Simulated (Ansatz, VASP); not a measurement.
**SnO2: VASP beside Ansatz**

File INCAR:

```
PREC     = Accurate       # precision mode
ENCUT    = 520            # plane-wave cutoff, eV
EDIFF    = 1E-6           # SCF threshold, eV
ISMEAR   = 0              # smearing method
SIGMA    = 0.05           # smearing width, eV
LREAL    = False          # projectors in reciprocal space
LASPH    = True           # aspherical terms in the spheres
NELM     = 80             # most SCF steps
ALGO     = Normal         # electronic algorithm
ISIF     = 2              # what is computed and relaxed
LWAVE    = False          # write WAVECAR
LCHARG   = True           # write CHGCAR
GGA      = CA             # functional
LELF     = True           # ELF
LVHAR    = True         
NBANDS   = 35             # bands
```

Contents of KPOINTS:

```
regular mesh
0
Gamma
  6 6 8
```

POSCAR

```
SnO2
1.0
    4.7924604755      0.0000000000      0.0000000000
    0.0000000000      4.7929689394      0.0000000000
    0.0000000000      0.0000000000      3.2376852524
Sn O
2 4
Direct
    0.5000000000      0.5000000000      0.5000000000
    0.0000000000      0.0000000000      0.0000000000
    0.3059920358      0.2542676980      0.0000000000
    0.8059920358      0.2457323020      0.5000000000
    0.1940079642      0.7542676980      0.5000000000
    0.6940079642      0.7457323020      0.0000000000
```

Input for Ansatz:

```yaml
crystal:
  lattice:
    - [4.7924604755, 0.0, 0.0]
    - [0.0, 4.7929689394, 0.0]
    - [0.0, 0.0, 3.2376852524]
  atoms:
    - { symbol: Sn, position: [0.5, 0.5, 0.5] }
    - { symbol: Sn, position: [0.0, 0.0, 0.0] }
    - { symbol: O, position: [0.3059920358, 0.254267698, 0.0] }
    - { symbol: O, position: [0.8059920358, 0.245732302, 0.5] }
    - { symbol: O, position: [0.1940079642, 0.754267698, 0.5] }
    - { symbol: O, position: [0.6940079642, 0.745732302, 0.0] }
basis:
  ecutwfc: 520.0
kpoints:
  mp_grid: { grid: [6, 6, 8] }
hamiltonian:
  xc: lda
  pseudopotentials: { kind: paw, azcp: { folder: soft_1 } }
scf:
  occupations: { method: gaussian, width: 0.05 }
output:
  forces: true
  stress: true
  eigenvalues: true
```

Alike in both runs: task single point; functional LDA; k mesh 6 × 6 × 8; occupations gaussian, width 0.05 eV; no spin polarisation.

|  | VASP | Ansatz |
| --- | --- | --- |
| version | VASP 6.6.1 | Ansatz 0.2.0 |
| potentials or method | VASP PAW LDA potentials, release 64 (Sn_d, O), cutoff 520 eV | scalar-relativistic, plane waves, PAW |
| valence electrons in the cell | 52 | 52 |

```tsv
	VASP	Ansatz	Ansatz less VASP
gap on the k mesh at the Fermi level (eV)	0.86	0.85	-0.008
least direct gap on the mesh (eV)	1.05	1.05	+0.004
pressure (GPa)	-4.6	-5.7	-1.11
traceless stress, the component that is largest in VASP (GPa)	8.10	7.69	-0.415
rms of the force components (eV/Å)	1.547	1.499	-0.0475
```

Ansatz warns that its potentials were made for another functional, while VASP's fit it. LDA's correlation is that of Perdew and Zunger in VASP and of Perdew and Wang (1992) in Ansatz. Atom by atom the forces differ by 0.048 eV/Å (rms over components).
